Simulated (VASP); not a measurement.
Set up this calculation in VASP 6.6.1, as the native input.

| Quantity | Value |
| --- | --- |
| Task | single point |
| Functional | r2SCAN |
| Dispersion | D4 |
| Potentials or basis | VASP PAW PBE potentials, release 64 (K_sv, F) |
| Cutoff | 520 eV |
| k mesh | 8 × 8 × 8 |
| Occupations | gaussian, width 0.05 eV |
| Spin | no spin polarisation |
| Dipole correction | no |
| Further INCAR settings | ALGO = Normal; EDIFF = 1e-06; NBANDS = 15 |

Crystal: KF.

```
CELL_PARAMETERS angstrom
0.00000 2.61706 2.61706
2.61706 0.00000 2.61706
2.61706 2.61706 0.00000
ATOMIC_POSITIONS crystal
K 0.00000 0.00000 0.00000
F 0.50000 0.50000 0.50000
```

This cell differs from its parent crystal: volume scaled by 0.96.

One way to write it, as run:

POSCAR

```
KF
1.0
    0.0000000000      2.6170599027      2.6170599027
    2.6170599027      0.0000000000      2.6170599027
    2.6170599027      2.6170599027      0.0000000000
K F
1 1
Direct
    0.0000000000      0.0000000000      0.0000000000
    0.5000000000      0.5000000000      0.5000000000
```

INCAR.step1

```
SYSTEM = KF
PREC     = Accurate       ! precision mode
ENCUT    = 520            ! plane-wave cutoff, eV
ISMEAR   = 0              ! smearing method
SIGMA    = 0.05           ! smearing width, eV
LREAL    = .FALSE.        ! projectors in reciprocal space
LASPH    = .TRUE.         ! aspherical terms in the spheres
NELM     = 80             ! most SCF steps
NBANDS   = 15             ! bands
GGA      = PE             ! functional
ALGO     = Normal         ! electronic algorithm
EDIFF    = 1E-4           ! SCF threshold, eV
LWAVE    = .TRUE.         ! write WAVECAR
LCHARG   = .FALSE.        ! write CHGCAR
```

INCAR.step2

```
SYSTEM = KF
PREC     = Accurate       ! precision mode
ENCUT    = 520            ! plane-wave cutoff, eV
EDIFF    = 1E-6           ! SCF threshold, eV
ISMEAR   = 0              ! smearing method
SIGMA    = 0.05           ! smearing width, eV
LREAL    = .FALSE.        ! projectors in reciprocal space
LASPH    = .TRUE.         ! aspherical terms in the spheres
NELM     = 80             ! most SCF steps
ALGO     = Normal         ! electronic algorithm
ISIF     = 2              ! what is computed and relaxed
LWAVE    = .FALSE.        ! write WAVECAR
LCHARG   = .FALSE.        ! write CHGCAR
METAGGA  = R2SCAN         ! meta-GGA
LMIXTAU  = .TRUE.       
IVDW     = 13             ! dispersion correction
VDW_S6   = 1.0          
VDW_S8   = 0.6018749    
VDW_A1   = 0.51559235   
VDW_A2   = 5.77342911   
NBANDS   = 15             ! bands
ISTART   = 1
```

KPOINTS

```
Automatic mesh
0
G
  8 8 8
  0 0 0
```

Potentials or basis: VASP PAW PBE potentials, release 64 (K_sv, F).

Launch:

```bash
$ cat potpaw_PBE.64/K_sv/POTCAR potpaw_PBE.64/F/POTCAR > POTCAR
$ cp INCAR.step1 INCAR
$ mpirun -np 1 vasp_std > vasp.out
$ cp INCAR.step2 INCAR
$ mpirun -np 1 vasp_std > vasp.out
```

It gave:

- Pressure: 1.6 GPa
- Band gap on the k mesh: 7.17 eV, direct
- Dispersion energy per atom: -0.029 eV

Caveat: the PAW data sets were made with another functional, which shifts forces and pressure a little.

It used 98 s of CPU time on 1 thread of AMD EPYC 7R13 Processor (Zen 3), on a shared host.
